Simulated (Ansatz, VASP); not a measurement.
## HfZrS3 in VASP and in Ansatz

INCAR

```
SYSTEM = HfZrS3
ALGO = Normal ; EDIFF = 1E-6
EDIFFG = -0.04 ; ENCUT = 600
GGA = PE ; IBRION = 2
ISIF = 3 ; ISMEAR = 0
LASPH = .TRUE. ; LCHARG = .FALSE.
LREAL = .FALSE. ; LWAVE = .FALSE.
NELM = 100 ; NSW = 90
PREC = Accurate ; SIGMA = 0.1
```

File KPOINTS:

```
k-points
0
G
  4 4 6
  0 0 0
```

Contents of POSCAR:

```
HfZrS3
1.0
    5.8202224200      0.0000000000      0.0000000000
    0.0000000000      5.8202224200      0.0000000000
    0.0000000000      0.0000000000      3.6755150200
Zr Hf S
1 1 3
Direct
    0.0000000000      0.0000000000      0.5000000000
    0.5000000000      0.5000000000      0.5000000000
    0.0000000000      0.5000000000      0.5000000000
    0.5000000000      0.0000000000      0.5000000000
    0.0000000000      0.0000000000      0.0000000000
```

Input for Ansatz:

```yaml
crystal:
  lattice:
    - [5.82022242, 0.0, 0.0]
    - [0.0, 5.82022242, 0.0]
    - [0.0, 0.0, 3.67551502]
  atoms:
    - { symbol: Zr, position: [0.0, 0.0, 0.5] }
    - { symbol: Hf, position: [0.5, 0.5, 0.5] }
    - { symbol: S, position: [0.0, 0.5, 0.5] }
    - { symbol: S, position: [0.5, 0.0, 0.5] }
    - { symbol: S, position: [0.0, 0.0, 0.0] }
basis:
  ecutwfc: 420
kpoints:
  mp_grid: { grid: [4, 4, 6] }
hamiltonian:
  xc: pbe
scf:
  occupations: { method: gaussian, width: 0.1 }
  lower_state_search: "off"
output:
  forces: true
  stress: true
  eigenvalues: true
relax:
  adjacent_minimum: "off"
  f_tol: 0.04
  max_steps: 70
  cell: { stress_tol: 0.4 }
```

Alike in both runs: task relaxation of cell and atoms; functional PBE; k mesh 4 × 4 × 6; occupations gaussian, width 0.1 eV; no spin polarisation.

|  | VASP | Ansatz |
| --- | --- | --- |
| version | VASP 6.6.1 | Ansatz 0.2.0 |
| potentials or method | VASP PAW PBE potentials, release 64 (Zr_sv, Hf_pv, S), cutoff 600 eV | scalar-relativistic, plane waves, PAW |
| valence electrons in the cell | 40 | 56 |

Ansatz gave:

| Property | Result |
| --- | --- |
| gap on the k mesh at the Fermi level, each at its own relaxed structure (eV) | none |
| relaxed volume (Å³/atom) | 25.63 |
| relaxed cell length with the largest relative difference (Å) | 5.105 |

Question: What did VASP give for the same quantities?

Answer: gap on the k mesh at the Fermi level, each at its own relaxed structure (eV): none; relaxed volume (Å³/atom): 25.55; relaxed cell length with the largest relative difference (Å): 5.095.

A gap of «none» marks a metal or a gap that the smearing closes. VASP's potentials hold 40 valence electrons a cell and Ansatz's 56, so a difference there can come from the potentials and not from the codes.

Spin-orbit coupling is off throughout.
